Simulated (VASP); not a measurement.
Runs of VASP 6.6.1 on InP. The structure is that of space group F-43m (No. 216), or close to it. The cells are those of the table. 

| task | level | potentials or basis | spin | cell | gap on the mesh (eV) | pressure (GPa) |
| --- | --- | --- | --- | --- | --- | --- |
| electric field gradients | LDA | VASP PAW LDA potentials, release 64 (In_d, P) | off | a = 4.144 Å, angles 60.0°, 2 atoms | 0.51 | -1.2 |
| single point | LDA | VASP PAW LDA potentials, release 64 (In_d, P) | off | a = 4.144 Å, angles 60.0°, 2 atoms | 0.51 | -1.2 |
| single point | PBEsol | VASP PAW PBE potentials, release 64 (In_d, P) | off | a = 4.144 Å, angles 60.0°, 2 atoms | 0.62 | 0.6 |
| electric field gradients | PBEsol | VASP PAW PBE potentials, release 64 (In_d, P) | off | a = 4.144 Å, angles 60.0°, 2 atoms | 0.62 | 0.6 |
| electric field gradients | PBE | VASP PAW PBE potentials, release 64 (In_d, P) | off | a = 4.177, b = 4.177, c = 4.084 Å, angles 60.7, 60.7, 58.5°, 2 atoms | 0.63 | 3.2 |
| electric field gradients | r2SCAN | VASP PAW PBE potentials, release 64 (In_d, P) | off | a = 4.144 Å, angles 60.0°, 2 atoms | 1.17 | (a) |
| single point | PBE | VASP PAW PBE potentials, release 64 (In_d, P) | off | a = 4.177, b = 4.177, c = 4.084 Å, angles 60.7, 60.7, 58.5°, 2 atoms | 0.63 | 3.2 |
| single point | PBE | VASP PAW PBE potentials, release 64 (In_d, P) | non-collinear, zero start, SOC | a = 4.144 Å, angles 60.0°, 2 atoms | - | 3.2 |

Alike in all rows: k mesh 12 × 12 × 12; cutoff (eV) 520; smearing fermi-dirac 0.05 eV.

**Question.** Fill in the values left out.

**Answer.** (a) 1.6.

Caveats: spin-orbit coupling is left out, which moves the levels of the heavy elements (some runs); the PAW data sets were made with another functional, which shifts forces and pressure a little (some runs).

A k mesh can miss the band edges, and rows without SOC leave out spin-orbit coupling on In.
